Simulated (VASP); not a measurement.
# WS2 (Tungstenite) (P6_3/mmc) in VASP: settings compared

Aim: see how the results for WS2 (Tungstenite) move with the level of theory and the settings. Levels: LDA, PBE, RPBE. Tasks: single point.

Program: VASP 6.6.1. These are calculated values, not measurements. Logs are shortened: lines on timing, memory, paths and dates and some standing lists are left out, and cuts for length are marked.

### 1 The cell of the first run

The structure is hexagonal, space group P6_3/mmc (No. 194). The conventional cell has a = 3.127 Å, b = 3.127 Å, c = 12.161 Å, α = 90.00°, β = 90.00°, γ = 120.00°. Within 3.2 Å of W (site symmetry -6m2) lie 6 S at 2.39 Å and 6 W at 3.13 Å. S (site symmetry 3m) has 3 W at 2.39 Å and 7 S at 3.12 to 3.13 Å within 3.2 Å.

### 2 Single point, LDA

Contents of INCAR:

```
SYSTEM = WS2
PREC     = Accurate       ! precision mode
ENCUT    = 520            ! plane-wave cutoff, eV
EDIFF    = 1E-7           ! SCF threshold, eV
ISMEAR   = 1              ! smearing method
SIGMA    = 0.1            ! smearing width, eV
LREAL    = .False.        ! projectors in reciprocal space
LASPH    = .True.         ! aspherical terms in the spheres
NELM     = 100            ! most SCF steps
ALGO     = Normal         ! electronic algorithm
ISIF     = 2              ! what is computed and relaxed
LWAVE    = .False.        ! write WAVECAR
LCHARG   = .False.        ! write CHGCAR
NBANDS   = 35             ! bands
```

Contents of KPOINTS:

```
regular mesh
0
Gamma
  9 9 2
  0 0 0
```

Contents of POSCAR:

```
WS2
1.0
    3.1267909262      0.0000000000      0.0000000000
   -1.5633954631      2.7078803744      0.0000000000
    0.0000000000      0.0000000000     12.1613322896
W S
2 4
Direct
    0.3333333333      0.6666666667      0.2500000000
    0.6666666667      0.3333333333      0.7500000000
    0.3333333333      0.6666666667      0.6215547781
    0.6666666667      0.3333333333      0.1215547781
    0.3333333333      0.6666666667      0.8784452219
    0.6666666667      0.3333333333      0.3784452219
```

Potentials or basis: VASP PAW LDA potentials, release 64 (W_sv, S).

On the command line:

```bash
$ cat potpaw_LDA.64/W_sv/POTCAR potpaw_LDA.64/S/POTCAR > POTCAR
$ mpirun -np 1 vasp_std > vasp.out
```

OUTCAR:

```text
SYSTEM = WS2
   PREC = Accurate
   ENCUT = 520
   EDIFF = 1E-7
   ISMEAR = 1
   LREAL = .False.
   LASPH = .True.
   NELM = 100
   ISIF = 2

 ion  position               nearest neighbor table
   1  0.333  0.667  0.250-   4 2.39   6 2.39   4 2.39   6 2.39   4 2.39   6 2.39
   2  0.667  0.333  0.750-   3 2.39   5 2.39   3 2.39   5 2.39   3 2.39   5 2.39
   3  0.333  0.667  0.622-   2 2.39   2 2.39   2 2.39
   4  0.667  0.333  0.122-   1 2.39   1 2.39   1 2.39
   5  0.333  0.667  0.878-   2 2.39   2 2.39   2 2.39
   6  0.667  0.333  0.378-   1 2.39   1 2.39   1 2.39

  LATTYP: Found a hexagonal cell.
 ALAT       =     3.1267909262
 C/A-ratio  =     3.8893973331

  Lattice vectors:

 A1 = (   3.1267909262,   0.0000000000,   0.0000000000)
 A2 = (  -1.5633954631,   2.7078803744,   0.0000000000)
 A3 = (   0.0000000000,   0.0000000000,  12.1613322896)

Analysis of symmetry for initial positions (statically):
=====================================================================
 Subroutine PRICEL returns:
 Original cell was already a primitive cell.

 Routine SETGRP: Setting up the symmetry group for a
 hexagonal supercell.

 Subroutine GETGRP returns: Found 24 space group operations
 (whereof 12 operations were pure point group operations)
 out of a pool of 24 trial point group operations.

The static configuration has the point symmetry D_3d.
 The point group associated with its full space group is D_6h.

Analysis of symmetry for dynamics (positions and initial velocities):
=====================================================================
 Subroutine PRICEL returns:
 Original cell was already a primitive cell.

 Routine SETGRP: Setting up the symmetry group for a
 hexagonal supercell.

 Subroutine GETGRP returns: Found 24 space group operations
 (whereof 12 operations were pure point group operations)
 out of a pool of 24 trial point group operations.

The dynamic configuration has the point symmetry D_3d.
 The point group associated with its full space group is D_6h.

 Subroutine INISYM returns: Found 24 space group operations
 (whereof 12 operations are pure point group operations),
 and found     1 'primitive' translations

----------------------------------------------------------------------------------------

                                     Primitive cell

  volume of cell :     102.9697

  direct lattice vectors                    reciprocal lattice vectors
     3.126790926  0.000000000  0.000000000     0.319816714  0.184646266  0.000000000
    -1.563395463  2.707880374  0.000000000     0.000000000  0.369292532  0.000000000
     0.000000000  0.000000000 12.161332290     0.000000000  0.000000000  0.082227833

  length of vectors
     3.126790926  3.126790926 12.161332290     0.369292532  0.369292532  0.082227833

  position of ions in fractional coordinates (direct lattice)
     0.333333333  0.666666667  0.250000000
     0.666666667  0.333333333  0.750000000
     0.333333333  0.666666667  0.621554778
     0.666666667  0.333333333  0.121554778
     0.333333333  0.666666667  0.878445222
     0.666666667  0.333333333  0.378445222

  ion indices of the primitive-cell ions
   primitive index   ion index
                 1           1
                 2           2
                 3           3
                 4           4
                 5           5
                 6           6

----------------------------------------------------------------------------------------

 KPOINTS: regular mesh

Automatic generation of k-mesh.
 Grid dimensions read from file:
 generate k-points for:    9    9    2

 Generating k-lattice:

  Cartesian coordinates                     Fractional coordinates (reciprocal lattice)
     0.035535190  0.020516252  0.000000000     0.111111111 -0.000000000  0.000000000
     0.000000000  0.041032504  0.000000000     0.000000000  0.111111111  0.000000000
     0.000000000  0.000000000  0.041113916     0.000000000  0.000000000  0.500000000

  Length of vectors
     0.041032504  0.041032504  0.041113916

  Shift w.r.t. Gamma in fractional coordinates (k-lattice)
     0.000000000  0.000000000  0.000000000

 Subroutine IBZKPT returns following result:
 ===========================================

 Found     24 irreducible k-points:

 Following reciprocal coordinates:
            Coordinates               Weight
  0.000000  0.000000  0.000000      1.000000
  0.111111 -0.000000  0.000000      6.000000
  0.222222 -0.000000  0.000000      6.000000
  0.333333 -0.000000  0.000000      6.000000
  0.444444 -0.000000  0.000000      6.000000
  0.111111  0.111111  0.000000      6.000000
[... 16 lines left out ...]
  0.333333  0.222222  0.500000     12.000000
  0.333333  0.333333  0.500000      2.000000
   k-points           NKPTS =     24   k-points in BZ     NKDIM =     24   number of bands    NBANDS=     35
   number of dos      NEDOS =    301   number of ions     NIONS =      6
   total plane-waves  NPLWV =  51840
   dimension x,y,z NGX =    24 NGY =   24 NGZ =   90
   dimension x,y,z NGXF=    48 NGYF=   48 NGZF=  180
   ions per type =               2   4
   NGX,Y,Z   is equivalent  to a cutoff of  12.76, 12.76, 12.30 a.u.
   NGXF,Y,Z  is equivalent  to a cutoff of  25.52, 25.52, 24.61 a.u.
 SYSTEM =  WS2
   PREC   = accura    normal or accurate (medium, high low for compatibility)
   ISTART =      0    job   : 0-new  1-cont  2-samecut
   ICHARG =      2    charge: 1-file 2-atom 10-const
   ISPIN  =      1    spin polarized calculation?
   LNONCOLLINEAR =      F non collinear calculations
   LSORBIT =      F    spin-orbit coupling
   LASPH  =      T    aspherical Exc in radial PAW
   ENCUT  =  520.0 eV  38.22 Ry    6.18 a.u.   5.81  5.81 22.61*2*pi/ulx,y,z
   NELM   =    100;   NELMIN=  2; NELMDL= -5     # of ELM steps
   EDIFF  = 0.1E-06   stopping-criterion for ELM
   LREAL  =      F    real-space projection
   EDIFFG = 0.1E-05   stopping-criterion for IOM
   NSW    =      0    number of steps for IOM
   IBRION =     -1    ionic relax: 0-MD 1-quasi-New 2-CG
   NFREE  =      0    steps in history (QN), initial steepest desc. (CG)
   ISIF   =      2    stress and relaxation
   ISYM   =      2    0-nonsym 1-usesym 2-fastsym
   POTIM  = 0.5000    time-step for ionic-motion
   TEBEG  =    0.0;   TEEND  =   0.0 temperature during run
   PSTRESS=    0.0 pullay stress
   NELECT =      52.0000    total number of electrons
   NUPDOWN=      -1.0000    fix difference up-down
   EMIN   =  10.00;   EMAX   =-10.00  energy-range for DOS
   EFERMI =   0.00;   METHOD = LEGACY
   ISMEAR =     1;   SIGMA  =   0.10  broadening in eV -4-tet -1-fermi 0-gaus
   EFERMI_NEDOS =   21; number of points for ismear=-14 and -15
   IALGO  =     38    algorithm
   IMIX   =      4    mixing-type and parameters
     AMIX     =   0.40;   BMIX     =  1.00
     AMIX_MAG =   1.60;   BMIX_MAG =  1.00
  volume/ion in A,a.u.               =      17.16       115.81
  Fermi-wavevector in a.u.,A,eV,Ry     =   1.303685  2.463608 23.124401  1.699596
  Thomas-Fermi vector in A             =   2.434671
   LORBIT       =      0    0 simple, 1 ext, 2 COOP (PROOUT), +10 PAW based schemes
   GGA     = CA    functional components
   LHFCALC =     F    Hartree Fock is set to
   AEXX    =    0.0000 exact exchange contribution
   IVDW    =     0    specifies the selected vdW correction
   LEPSILON=     F    determine dielectric tensor
   LRPA    =     F    only Hartree local field effects (RPA)
 non-spin polarized calculation
 Methfessel and Paxton  Order N= 1 SIGMA  =   0.10
  energy-cutoff  :      520.00
  volume of cell :      102.97
 maximum number of plane-waves:      2798
 NGX is ok and might be reduce to    24
   NGX = 11   NGY = 11   NGZ = 45

 number of electron      51.9999994 magnetization

 Free energy of the ion-electron system (eV)
  ---------------------------------------------------
  ext. energy  EPLUGINS =         0.00000000
  ---------------------------------------------------
  free energy    TOTEN  =       -52.52541425 eV

  energy without entropy =      -52.52545004  energy(sigma->0) =      -52.52542618

 E-fermi :   7.8570     XC(G=0): -11.4187

 val. band max:        7.7728417795   @ k =   0.0000   0.0000   0.0000
 cond. band min:       8.7406022166   @ k =   0.2222   0.1111   0.0000
 fundamental gap:      0.9677604371
 Fermi energy:         7.8570299766

 k-point     1 :       0.0000    0.0000    0.0000
  band No.  band energies     occupation
      1     -66.3770      2.00000
      2     -66.3770      2.00000
      3     -30.9396      2.00000
      4     -30.9395      2.00000
      5     -30.7188      2.00000
      6     -30.7188      2.00000
[... 27 lines left out ...]
     34      10.3908      0.00000
     35      12.6127      0.00000

 k-point     2 :       0.1111   -0.0000    0.0000
  band No.  band energies     occupation
      1     -66.3744      2.00000
      2     -66.3744      2.00000
      3     -30.9305      2.00000
      4     -30.9305      2.00000
      5     -30.7684      2.00000
      6     -30.7684      2.00000
[... 27 lines left out ...]
     34      10.5229      0.00000
     35      13.5422      0.00000

 k-point     3 :       0.2222   -0.0000    0.0000
  band No.  band energies     occupation
      1     -66.3677      2.00000
      2     -66.3677      2.00000
      3     -30.9075      2.00000
      4     -30.9075      2.00000
      5     -30.8923      2.00000
      6     -30.8923      2.00000
[... 27 lines left out ...]
     34      11.3237      0.00000
     35      14.6131      0.00000
[... 723 lines left out ...]
 k-point    23 :       0.3333    0.2222    0.5000
  band No.  band energies     occupation
      1     -66.3530      2.00000
      2     -66.3530      2.00000
      3     -31.0695      2.00000
      4     -31.0695      2.00000
      5     -30.9133      2.00000
      6     -30.9133      2.00000
[... 27 lines left out ...]
     34      12.3982      0.00000
     35      13.7697      0.00000

 k-point    24 :       0.3333    0.3333    0.5000
  band No.  band energies     occupation
      1     -66.3516      2.00000
      2     -66.3516      2.00000
      3     -31.0270      2.00000
      4     -31.0270      2.00000
      5     -30.9861      2.00000
      6     -30.9861      2.00000
[... 27 lines left out ...]
     34      12.6625      0.00000
     35      14.3290      0.00000

------------------------ aborting loop because EDIFF is reached ----------------------------------------

  FORCE on cell =-STRESS in cart. coord.  units (eV):
  Direction    XX          YY          ZZ          XY          YZ          ZX
  --------------------------------------------------------------------------------------
  -------------------------------------------------------------------------------------
  Total        0.2624145      0.2624145      0.2620106      0.0000000      0.0000000     -0.0000000
  in kB        4.0830900      4.0830900      4.0768051      0.0000000      0.0000000     -0.0000000
  external PRESSURE =       4.0809950 kB  Pullay stress =       0.0000000 kB

 VOLUME and BASIS-vectors are now :
 -----------------------------------------------------------------------------
  energy-cutoff  :      520.00
  volume of cell :      102.97
      direct lattice vectors                 reciprocal lattice vectors
     3.126790926  0.000000000  0.000000000     0.319816714  0.184646266  0.000000000
    -1.563395463  2.707880374  0.000000000     0.000000000  0.369292532  0.000000000
     0.000000000  0.000000000 12.161332290     0.000000000  0.000000000  0.082227833

 POSITION                                       TOTAL-FORCE (eV/Angst)
 -----------------------------------------------------------------------------------
     -0.00000      1.80525      3.04033        -0.000000     -0.000000      0.000000
      1.56340      0.90263      9.12100         0.000000      0.000000      0.000000
     -0.00000      1.80525      7.55893         0.000000     -0.000000     -0.048234
      1.56340      0.90263      1.47827        -0.000000      0.000000     -0.048234
     -0.00000      1.80525     10.68306         0.000000     -0.000000      0.048234
      1.56340      0.90263      4.60240        -0.000000      0.000000      0.048234
 -----------------------------------------------------------------------------------
    total drift:                               -0.000000      0.000000     -0.000000

  FREE ENERGIE OF THE ION-ELECTRON SYSTEM (eV)
  ---------------------------------------------------
  free  energy   TOTEN  =       -52.5254142522 eV

  energy  without entropy=      -52.5254500420  energy(sigma->0) =      -52.52542618
```

Wall time 34 s (1 thread of Intel Xeon 6975P-C (Granite Rapids), shared host); peak memory 0.22 GiB.

What came out:

* Free energy: -52.5254 eV
* Pressure: 0.4 GPa
* Largest force: 0.048 eV/Å
* Band gap on the k mesh: 0.97 eV, indirect (least direct gap 1.89 eV)

Forces in eV/Å, atoms in the order of the input:
```
W    0.000  0.000  0.000
W    0.000  0.000  0.000
S    0.000  0.000 -0.048
S    0.000  0.000 -0.048
S    0.000  0.000  0.048
S    0.000  0.000  0.048
```

Caveat: spin-orbit coupling is left out, which moves the levels of the heavy elements. A k mesh can miss the band edges.

(Part 1 of 2 ends here.)
